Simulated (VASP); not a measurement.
# PC18 in VASP: further runs

Runs on PC18. Level: PBE+D3(BJ). Tasks: single point.

All numbers are computed with VASP 6.6.1; they aren't measurements. Logs are shortened: lines on timing, memory, paths and dates and some standing lists are left out, and cuts for length are marked.

### 1 The cell of the first run

The cell holds a slab with vacuum, 19 atoms: a = 7.398 Å, b = 7.398 Å, c = 12.000 Å, α = 90.00°, β = 90.00°, γ = 120.00°.

### 2 Single point, PBE+D3(BJ), collinear spin

Input file INCAR:

```
PREC = Accurate
ENCUT = 520
EDIFF = 1E-6
ISMEAR = 0
SIGMA = 0.02
LREAL = Auto
LASPH = T
NELM = 150
ALGO = Normal
ISIF = 2
LWAVE = F
LCHARG = F
ISPIN = 2
MAGMOM = 0 0 0 0 0 0 0 0 0 0 0 0 0 0 0 0 0 0 1
LORBIT = 11
GGA = PE
IVDW = 12
NBANDS = 58
```

Input file KPOINTS:

```
Automatic mesh
0
Gamma
  2 2 1
```

Input file POSCAR:

```
PC18
1.0
    7.3980000000      0.0000000000      0.0000000000
   -3.6990000000      6.4068560000      0.0000000000
    0.0000000000      0.0000000000     12.0000000000
C P
18 1
Direct
    0.0054471867      0.0038565416      0.0836787052
    0.2234852469      0.1149493320      0.0786242813
    0.0050088748      0.3437757581      0.1081292042
    0.2291995703      0.4515013046      0.0840725547
    0.0018501489      0.6721762374      0.0779528962
    0.2248058448      0.7834075488      0.0784617276
    0.3349510012      0.0036979002      0.0759399840
    0.5576625971      0.1149439326      0.0786103096
    0.3363701955      0.3408730875      0.0781879877
    0.5590403106      0.4518595162      0.0751147429
    0.3365395932      0.6721894295      0.0779430385
    0.5571038503      0.7831221346      0.0775080337
    0.6646173121      0.0038589332      0.0836496726
    0.8885757959      0.1109535321      0.1068096663
    0.6707175863      0.3408750711      0.0781883023
    0.8885137489      0.4514890876      0.0840787946
    0.6691709857      0.6721333524      0.0776076912
    0.8922263145      0.7831142433      0.0775297716
   -0.0555675638      0.2225578571      0.2579120359
```

Potentials or basis: VASP PAW PBE potentials, release 64 (C, P).

Started as:

```
> cat potpaw_PBE.64/C/POTCAR potpaw_PBE.64/P/POTCAR > POTCAR
> mpirun -np 1 vasp_std > vasp.out
```

OUTCAR:

```text
PREC = Accurate
   ENCUT = 520
   EDIFF = 1E-6
   ISMEAR = 0
   LREAL = Auto
   LASPH = T
   NELM = 150
   ISIF = 2
   ISPIN = 2
   LORBIT = 11
   GGA = PE
   IVDW = 12
 IVDW          = 12

 ion  position               nearest neighbor table
   1  0.005  0.004  0.084-   2 1.40  18 1.42  14 1.46
   2  0.223  0.115  0.079-   1 1.40   7 1.43   9 1.45
   3  0.005  0.344  0.108-   4 1.47  16 1.47  14 1.49  19 1.96
   4  0.229  0.452  0.084-   9 1.40  11 1.42   3 1.47
   5  0.002  0.672  0.078-  18 1.41  16 1.42   6 1.43
   6  0.225  0.783  0.078-   7 1.41  11 1.43   5 1.43
   7  0.335  0.004  0.076-   6 1.41   8 1.43   2 1.43
   8  0.558  0.115  0.079-  13 1.40   7 1.43  15 1.45
   9  0.336  0.341  0.078-   4 1.40  10 1.43   2 1.45
  10  0.559  0.452  0.075-  17 1.41  15 1.43   9 1.43
  11  0.337  0.672  0.078-  12 1.41   4 1.42   6 1.43
  12  0.557  0.783  0.078-  11 1.41  13 1.42  17 1.43
  13  0.665  0.004  0.084-   8 1.40  12 1.42  14 1.46
  14  0.889  0.111  0.107-   1 1.46  13 1.46   3 1.49  19 1.95
  15  0.671  0.341  0.078-  16 1.40  10 1.43   8 1.45
  16  0.889  0.451  0.084-  15 1.40   5 1.42   3 1.47
  17  0.669  0.672  0.078-  10 1.41  18 1.43  12 1.43
  18  0.892  0.783  0.078-   5 1.41   1 1.42  17 1.43
  19  0.944  0.223  0.258-  14 1.95   3 1.96

  LATTYP: Found a hexagonal cell.
 ALAT       =     7.3980000000
 C/A-ratio  =     1.6220600162

  Lattice vectors:

 A1 = (   7.3980000000,   0.0000000000,   0.0000000000)
 A2 = (  -3.6990000000,   6.4068560000,   0.0000000000)
 A3 = (   0.0000000000,   0.0000000000,  12.0000000000)

Analysis of symmetry for initial positions (statically):
=====================================================================
 Subroutine PRICEL returns:
 Original cell was already a primitive cell.

 Routine SETGRP: Setting up the symmetry group for a
 hexagonal supercell.

 Subroutine GETGRP returns: Found  1 space group operations
 (whereof  1 operations were pure point group operations)
 out of a pool of 24 trial point group operations.

The static configuration has the point symmetry C_1 .

Analysis of symmetry for dynamics (positions and initial velocities):
=====================================================================
 Subroutine PRICEL returns:
 Original cell was already a primitive cell.

 Routine SETGRP: Setting up the symmetry group for a
 hexagonal supercell.

 Subroutine GETGRP returns: Found  1 space group operations
 (whereof  1 operations were pure point group operations)
 out of a pool of 24 trial point group operations.

The dynamic configuration has the point symmetry C_1 .

Analysis of structural, dynamic, and magnetic symmetry:
=====================================================================
 Subroutine PRICEL returns:
 Original cell was already a primitive cell.

 Routine SETGRP: Setting up the symmetry group for a
 hexagonal supercell.

 Subroutine GETGRP returns: Found  1 space group operations
 (whereof  1 operations were pure point group operations)
 out of a pool of 24 trial point group operations.

The overall configuration has the point symmetry C_1 .

 Subroutine INISYM returns: Found  1 space group operations
 (whereof  1 operations are pure point group operations),
 and found     1 'primitive' translations

----------------------------------------------------------------------------------------

                                     Primitive cell

  volume of cell :     568.7750

  direct lattice vectors                    reciprocal lattice vectors
     7.398000000  0.000000000  0.000000000     0.135171668  0.078041398  0.000000000
    -3.699000000  6.406856000  0.000000000     0.000000000  0.156082796  0.000000000
     0.000000000  0.000000000 12.000000000     0.000000000  0.000000000  0.083333333

  length of vectors
     7.398000000  7.398000054 12.000000000     0.156082797  0.156082796  0.083333333

  position of ions in fractional coordinates (direct lattice)
     0.005447187  0.003856542  0.083678705
     0.223485247  0.114949332  0.078624281
     0.005008875  0.343775758  0.108129204
     0.229199570  0.451501305  0.084072555
     0.001850149  0.672176237  0.077952896
     0.224805845  0.783407549  0.078461728
[... 11 lines left out ...]
     0.892226315  0.783114243  0.077529772
     0.944432436  0.222557857  0.257912036

  ion indices of the primitive-cell ions
   primitive index   ion index
                 1           1
                 2           2
                 3           3
                 4           4
                 5           5
                 6           6
[... 11 lines left out ...]
                18          18
                19          19

----------------------------------------------------------------------------------------

 KPOINTS: Automatic mesh

Automatic generation of k-mesh.
 Grid dimensions read from file:
 generate k-points for:    2    2    1

 Generating k-lattice:

  Cartesian coordinates                     Fractional coordinates (reciprocal lattice)
     0.067585834  0.039020699  0.000000000     0.500000000  0.000000000  0.000000000
     0.000000000  0.078041398  0.000000000     0.000000000  0.500000000  0.000000000
     0.000000000  0.000000000  0.083333333     0.000000000  0.000000000  1.000000000

  Length of vectors
     0.078041399  0.078041398  0.083333333

  Shift w.r.t. Gamma in fractional coordinates (k-lattice)
     0.000000000  0.000000000  0.000000000

 Subroutine IBZKPT returns following result:
 ===========================================

 Found      4 irreducible k-points:

 Following reciprocal coordinates:
            Coordinates               Weight
  0.000000  0.000000  0.000000      1.000000
  0.500000  0.000000  0.000000      1.000000
  0.000000  0.500000  0.000000      1.000000
  0.500000  0.500000  0.000000      1.000000
   k-points           NKPTS =      4   k-points in BZ     NKDIM =      4   number of bands    NBANDS=     58
   number of dos      NEDOS =    301   number of ions     NIONS =     19
   total plane-waves  NPLWV = 282240
   dimension x,y,z NGX =    56 NGY =   56 NGZ =   90
   dimension x,y,z NGXF=   112 NGYF=  112 NGZF=  180
   ions per type =              18   1
   NGX,Y,Z   is equivalent  to a cutoff of  12.58, 12.58, 12.47 a.u.
   NGXF,Y,Z  is equivalent  to a cutoff of  25.17, 25.17, 24.94 a.u.
 SYSTEM =  unknown system
   PREC   = accura    normal or accurate (medium, high low for compatibility)
   ISTART =      0    job   : 0-new  1-cont  2-samecut
   ICHARG =      2    charge: 1-file 2-atom 10-const
   ISPIN  =      2    spin polarized calculation?
   LNONCOLLINEAR =      F non collinear calculations
   LSORBIT =      F    spin-orbit coupling
   LASPH  =      T    aspherical Exc in radial PAW
   ENCUT  =  520.0 eV  38.22 Ry    6.18 a.u.  13.76 13.76 22.31*2*pi/ulx,y,z
   NELM   =    150;   NELMIN=  2; NELMDL= -5     # of ELM steps
   EDIFF  = 0.1E-05   stopping-criterion for ELM
   LREAL  =      T    real-space projection
   EDIFFG = 0.1E-04   stopping-criterion for IOM
   NSW    =      0    number of steps for IOM
   IBRION =     -1    ionic relax: 0-MD 1-quasi-New 2-CG
   NFREE  =      0    steps in history (QN), initial steepest desc. (CG)
   ISIF   =      2    stress and relaxation
   ISYM   =      2    0-nonsym 1-usesym 2-fastsym
   POTIM  = 0.5000    time-step for ionic-motion
   TEBEG  =    0.0;   TEEND  =   0.0 temperature during run
   PSTRESS=    0.0 pullay stress
   NELECT =      77.0000    total number of electrons
   NUPDOWN=      -1.0000    fix difference up-down
   EMIN   =  10.00;   EMAX   =-10.00  energy-range for DOS
   EFERMI =   0.00;   METHOD = LEGACY
   ISMEAR =     0;   SIGMA  =   0.02  broadening in eV -4-tet -1-fermi 0-gaus
   EFERMI_NEDOS =   21; number of points for ismear=-14 and -15
   IALGO  =     38    algorithm
   IMIX   =      4    mixing-type and parameters
     AMIX     =   0.40;   BMIX     =  1.00
     AMIX_MAG =   1.60;   BMIX_MAG =  1.00
  volume/ion in A,a.u.               =      29.94       202.01
  Fermi-wavevector in a.u.,A,eV,Ry     =   0.840604  1.588512  9.614087  0.706615
  Thomas-Fermi vector in A             =   1.955013
   LORBIT       =     11    0 simple, 1 ext, 2 COOP (PROOUT), +10 PAW based schemes
   GGA     = PE    functional components
   LHFCALC =     F    Hartree Fock is set to
   AEXX    =    0.0000 exact exchange contribution
   IVDW    =    12    specifies the selected vdW correction
   LEPSILON=     F    determine dielectric tensor
   LRPA    =     F    only Hartree local field effects (RPA)
 spin polarized calculation
 Gauss-broadening in eV      SIGMA  =   0.02
  energy-cutoff  :      520.00
  volume of cell :      568.78
 maximum number of plane-waves:     15363
 NGX is ok and might be reduce to    56
   NGX = 27   NGY = 27   NGZ = 45

 number of electron      76.9999999 magnetization       1.0000351

 Free energy of the ion-electron system (eV)
  ---------------------------------------------------
  ext. energy  EPLUGINS =         0.00000000
  ---------------------------------------------------
  free energy    TOTEN  =      -167.67038076 eV

  energy without entropy =     -167.67038076  energy(sigma->0) =     -167.67038076

 E-fermi :  -1.5010     XC(G=0):  -4.0750

 val. band max:       -1.5836477842   @ k =   0.0000   0.0000   0.0000
 cond. band min:      -1.4185070284   @ k =   0.0000   0.0000   0.0000
 fundamental gap:      0.1651407558
 Fermi energy:        -1.5009817154

 spin component 1

 k-point     1 :       0.0000    0.0000    0.0000
  band No.  band energies     occupation
      1     -21.1162      1.00000
      2     -18.9958      1.00000
      3     -18.5133      1.00000
      4     -18.4789      1.00000
      5     -18.4447      1.00000
      6     -18.3633      1.00000
[... 42 lines left out ...]
     49       3.3926      0.00000
     50       3.4887      0.00000
[... 157 lines left out ...]
     49       3.8763      0.00000
     50       4.0684      0.00000
 Fermi energy:        -1.5009817154

 spin component 2

 k-point     1 :       0.0000    0.0000    0.0000
  band No.  band energies     occupation
      1     -21.0991      1.00000
      2     -18.9546      1.00000
      3     -18.5014      1.00000
      4     -18.4718      1.00000
      5     -18.4301      1.00000
      6     -18.3556      1.00000
[... 42 lines left out ...]
     49       3.4567      0.00000
     50       3.5075      0.00000
[... 157 lines left out ...]
     49       3.9394      0.00000
     50       4.1315      0.00000
 [bands above 50 left out]

------------------------ aborting loop because EDIFF is reached ----------------------------------------

 Edisp (eV)   -1.82234

 E8    (eV) :    -0.5784

  FORCE on cell =-STRESS in cart. coord.  units (eV):
  Direction    XX          YY          ZZ          XY          YZ          ZX
  --------------------------------------------------------------------------------------
  -------------------------------------------------------------------------------------
  Total       3.66255     4.15383    -0.22988     0.01875    -0.00473    -0.00568
  in kB      10.31700    11.70089    -0.64755     0.05282    -0.01334    -0.01600
  external pressure =        7.12 kB  Pullay stress =        0.00 kB

 VOLUME and BASIS-vectors are now :
 -----------------------------------------------------------------------------
  energy-cutoff  :      520.00
  volume of cell :      568.78
      direct lattice vectors                 reciprocal lattice vectors
     7.398000000  0.000000000  0.000000000     0.135171668  0.078041398  0.000000000
    -3.699000000  6.406856000  0.000000000     0.000000000  0.156082796  0.000000000
     0.000000000  0.000000000 12.000000000     0.000000000  0.000000000  0.083333333

 POSITION                                       TOTAL-FORCE (eV/Angst)
 -----------------------------------------------------------------------------------
      0.02603      0.02471      1.00414        -0.022149     -0.000805     -0.000254
      1.22815      0.73646      0.94349         0.002614      0.002969      0.002486
     -1.23457      2.20252      1.29755        -0.007470     -0.007210      0.028725
      0.02552      2.89270      1.00887        -0.001188     -0.003232     -0.000030
     -2.47269      4.30654      0.93543         0.007111      0.005118     -0.001383
     -1.23471      5.01918      0.94154         0.001556     -0.002062     -0.001291
[... 11 lines left out ...]
      3.70395      5.01730      0.93036        -0.013936     -0.003863     -0.003078
      6.16367      1.42590      3.09494        -0.000006      0.001812     -0.052036
 -----------------------------------------------------------------------------------
    total drift:                               -0.004312      0.004294     -0.004216

  FREE ENERGIE OF THE ION-ELECTRON SYSTEM (eV)
  ---------------------------------------------------
  free  energy   TOTEN  =      -169.4927171645 eV

  energy  without entropy=     -169.4927171644  energy(sigma->0) =     -169.49271716

 total charge

# of ion       s       p       d       tot
------------------------------------------
    1        0.864   1.784   0.000   2.648
    2        0.861   1.788   0.000   2.649
    3        0.838   1.753   0.000   2.591
    4        0.864   1.782   0.000   2.646
    5        0.864   1.795   0.000   2.660
    6        0.862   1.791   0.000   2.653
[... 11 lines left out ...]
   18        0.865   1.794   0.000   2.658
   19        1.122   1.306   0.000   2.428
--------------------------------------------------
tot         16.606  33.447   0.000  50.053

 magnetization (x)

# of ion       s       p       d       tot
------------------------------------------
    1       -0.000  -0.027   0.000  -0.027
    2        0.003   0.036   0.000   0.039
    3       -0.002  -0.012   0.000  -0.014
    4        0.004   0.034   0.000   0.038
    5       -0.002  -0.021   0.000  -0.023
    6        0.001   0.012   0.000   0.013
[... 11 lines left out ...]
   18        0.002   0.033   0.000   0.035
   19        0.012   0.383   0.000   0.395
--------------------------------------------------
tot          0.020   0.425   0.000   0.445
```

Run time: 17 min. Hardware: 1 thread of Oxide Virtual Turin-like, shared host; peak memory 0.83 GiB.

Results:

| Quantity | Value |
| --- | --- |
| Free energy | -169.4927 eV |
| Largest force | 0.052 eV/Å |
| Band gap on the k mesh | 0.17 eV |
| Net moment | 1.00 μB per cell |
| Site moments | C -0.03, +0.04, -0.01, -0.02, +0.01, -0.00 (each value once); P +0.40 μB |
| Valence electrons inside the program's atomic spheres | C 2.65, 2.59, 2.66, 2.60 (each value once); P 2.43 |
| Dispersion energy per atom | -0.096 eV |

Forces in eV/Å, atoms in the order of the input:
```
C   -0.022 -0.001  0.000
C    0.003  0.003  0.002
C   -0.007 -0.007  0.029
C   -0.001 -0.003  0.000
C    0.007  0.005 -0.001
C    0.002 -0.002 -0.001
C    0.001  0.003 -0.003
C    0.000  0.007 -0.004
C   -0.007 -0.005 -0.001
C    0.003 -0.001 -0.005
C    0.002  0.002 -0.003
C    0.006  0.000  0.001
C    0.010  0.000  0.003
C    0.005  0.006  0.036
C    0.005 -0.013  0.001
C    0.010 -0.003  0.003
C   -0.001  0.011 -0.001
C   -0.014 -0.004 -0.003
P    0.000  0.002 -0.052
```

Caveat: the k points lie up to 0.49 Å⁻¹ apart.

### 3 Single point, PBE+D3(BJ), collinear spin

Input file INCAR:

```
SYSTEM = PC18
  PREC = Accurate
  ENCUT = 520
  EDIFF = 1E-6
  ISMEAR = 0
  SIGMA = 0.02
  LREAL = Auto
  LASPH = .TRUE.
  NELM = 150
  ALGO = Normal
  ISIF = 2
  LWAVE = .FALSE.
  LCHARG = .FALSE.
  ISPIN = 2
  MAGMOM = 0 0 0 0 0 0 0 0 0 0 0 0 0 0 0 0 0 0 0.27
  LORBIT = 11
  GGA = PE
  IVDW = 12
  NBANDS = 58
```

Input file KPOINTS:

```
Automatic mesh
0
G
  2 2 1
  0 0 0
```

Input file POSCAR:

```
PC18
1.0
    7.3980000000      0.0000000000      0.0000000000
   -3.6990000000      6.4068560000      0.0000000000
    0.0000000000      0.0000000000     12.0000000000
C P
18 1
Direct
    0.0054471709      0.0038564937      0.0836787500
    0.2234852236      0.1149493605      0.0786242500
    0.0050088750      0.3437757927      0.1081291667
    0.2291995697      0.4515013292      0.0840725833
    0.0018500533      0.6721761813      0.0779529167
    0.2248058013      0.7834074935      0.0784617500
    0.3349510114      0.0036979136      0.0759400000
    0.5576625409      0.1149438976      0.0786103333
    0.3363701912      0.3408731209      0.0781880000
    0.5590403400      0.4518595392      0.0751147500
    0.3365395741      0.6721894483      0.0779430000
    0.5571039365      0.7831221741      0.0775080000
    0.6646173841      0.0038589911      0.0836496667
    0.8885758232      0.1109534848      0.1068096667
    0.6707175727      0.3408749939      0.0781883333
    0.8885138393      0.4514891547      0.0840787500
    0.6691710598      0.6721334146      0.0776076667
    0.8922263419      0.7831142139      0.0775297500
   -0.0555675275      0.2225578349      0.2579120000
```

Potentials or basis: VASP PAW PBE potentials, release 64 (C, P).

Started as:

```
> cat potpaw_PBE.64/C/POTCAR potpaw_PBE.64/P/POTCAR > POTCAR
> mpirun -np 1 vasp_std > vasp.out
```

It took 21 min on 1 thread of Oxide Virtual Turin-like, shared host; peak memory 0.83 GiB.

It converged, with:

| Item | Value |
| --- | --- |
| Free energy | -169.4927 eV |
| Largest force | 0.052 eV/Å |
| Band gap on the k mesh | 0.17 eV |
| Net moment | 1.00 μB per cell |
| Site moments | C -0.03, +0.04, -0.01, -0.02, +0.01, -0.00 (each value once); P +0.40 μB |
| Valence electrons inside the program's atomic spheres | C 2.65, 2.59, 2.66, 2.60 (each value once); P 2.43 |
| Dispersion energy per atom | -0.096 eV |

Forces in eV/Å, atoms in the order of the input:
```
C   -0.022 -0.001  0.000
C    0.003  0.003  0.002
C   -0.007 -0.007  0.029
C   -0.001 -0.003  0.000
C    0.007  0.005 -0.001
C    0.002 -0.002 -0.001
C    0.001  0.003 -0.003
C    0.000  0.007 -0.004
C   -0.007 -0.005 -0.001
C    0.003 -0.001 -0.005
C    0.002  0.002 -0.003
C    0.006  0.000  0.001
C    0.010  0.000  0.003
C    0.005  0.006  0.036
C    0.005 -0.013  0.001
C    0.010 -0.003  0.003
C   -0.001  0.011 -0.001
C   -0.014 -0.004 -0.003
P    0.000  0.002 -0.052
```

Levels at points of the mesh, in eV from the valence-band top:
Spin up:
```tsv
k point	band 37	band 38	band 39	band 40	band 41	band 42
(0.00, 0.00, 0.00)	-1.17	-0.76	-0.01	0.29	1.24	3.00
(0.50, 0.00, 0.00)	-2.27	-1.17	-0.65	1.52	2.08	2.60
(0.00, 0.50, 0.00)	-2.33	-1.13	-0.22	0.86	2.24	2.64
(0.50, 0.50, 0.00)	-2.27	-1.17	-0.65	1.52	2.08	2.60
```
Spin down:
```tsv
k point	band 36	band 37	band 38	band 39	band 40	band 41
(0.00, 0.00, 0.00)	-1.62	-0.72	0.00	0.17	0.62	1.35
(0.50, 0.00, 0.00)	-2.47	-2.25	-0.51	0.27	1.61	2.21
(0.00, 0.50, 0.00)	-2.49	-2.31	-0.08	0.39	0.92	2.26
(0.50, 0.50, 0.00)	-2.47	-2.25	-0.51	0.27	1.61	2.21
```

Caveat: the k points lie up to 0.49 Å⁻¹ apart.
